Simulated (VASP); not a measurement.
# Te2Mo: single point with r2SCAN

Crystal: Te2Mo.

```xyz
6
Lattice="3.5421 0.0000 0.0000 -1.7711 3.0676 0.0000 0.0000 0.0000 13.7514" Properties=species:S:1:pos:R:3 pbc="T T T"
Mo    0.0000    2.0451    3.4378
Mo    1.7711    1.0225   10.3135
Te    1.7711    1.0225    5.2252
Te    1.7711    1.0225    1.6505
Te    0.0000    2.0451   12.1009
Te    0.0000    2.0451    8.5261
```

This cell differs from its parent crystal: uniaxial z strain -3.0%.

| Property | Result |
| --- | --- |
| Program | VASP 6.6.1 |
| Task | single point |
| Functional | r2SCAN |
| Potentials or basis | VASP PAW PBE potentials, release 64 (Mo_sv, Te) |
| Cutoff | 520 eV |
| k mesh | 12 × 12 × 2 |
| Occupations | gaussian, width 0.01 eV |
| Spin | no spin polarisation |
| Dipole correction | no |
| Further INCAR settings | ALGO = Normal; EDIFF = 1e-06; NBANDS = 35 |

The pressure is 2.2 GPa, the largest force is 0.004 eV/Å and the band gap on the k mesh is 0.76 eV, indirect (least direct gap 1.06 eV).

Forces in eV/Å, atoms in the order of the input:
```
Mo   0.000  0.000  0.000
Mo   0.000  0.000  0.000
Te   0.000  0.000 -0.004
Te   0.000  0.000  0.004
Te   0.000  0.000 -0.004
Te   0.000  0.000  0.004
```

Stress tensor (GPa, compression positive):
```
1.81 0.00 0.00
0.00 1.81 0.00
0.00 0.00 3.07
```

Levels at points of the mesh, in eV from the valence-band top:
| k point | band 23 | band 24 | band 25 | band 26 | band 27 | band 28 | band 29 | band 30 |
| --- | --- | --- | --- | --- | --- | --- | --- | --- |
| (0.00, 0.00, 0.00) | -1.30 | -1.12 | -0.29 | 0.00 | 2.80 | 2.80 | 2.96 | 2.96 |
| (0.50, 0.00, 0.00) | -1.18 | -1.09 | -0.95 | -0.62 | 1.15 | 1.23 | 1.42 | 1.73 |
| (0.00, 0.00, 0.50) | -1.32 | -1.32 | -0.07 | -0.07 | 2.84 | 2.84 | 2.84 | 2.84 |
| (0.50, 0.00, 0.50) | -1.12 | -1.12 | -0.79 | -0.79 | 1.18 | 1.18 | 1.60 | 1.60 |

It took 6.1 min on 1 thread of Intel(R) Xeon(R) 6975P-C (Granite Rapids), with other jobs on the host, peak memory 0.4 GiB.

Caveat: the cell differs from its parent crystal (uniaxial z strain -3.0%); the PAW data sets were made with another functional, which shifts forces and pressure a little; spin-orbit coupling is left out, which moves the levels of the heavy elements. A k mesh can miss the band edges.
